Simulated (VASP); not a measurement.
CaO:

```xyz
2
Lattice="0.0000 2.3975 2.3975 2.3975 0.0000 2.3975 2.3975 2.3975 0.0000" Properties=species:S:1:pos:R:3 pbc="T T T"
Ca    0.0000    0.0000    0.0000
O     2.3975    2.3975    2.3975
```

Base run:

* Program: VASP 6.6.1
* Functional: PBE
* Potentials or basis: VASP PAW PBE potentials, release 64 (Ca_sv, O)
* Cutoff: 600 eV
* k mesh: 6 × 6 × 6, shifted
* Occupations: gaussian, width 0.01 eV
* Spin: no spin polarisation

Its results: band gap on the k mesh 3.97 eV (least direct gap 4.30 eV); pressure 2.9 GPa.

**Question.** The run is repeated on the same cell with these changes: k mesh from 6 × 6 × 6, shifted to 6 × 6 × 6, through Γ. What comes out?

**Answer.** Band gap on the k mesh 3.63 eV (least direct gap 4.01 eV); pressure 2.9 GPa.

Caveats: a shifted mesh leaves out Γ, where band edges can lie (at least some runs).

A k mesh can miss the band edges.
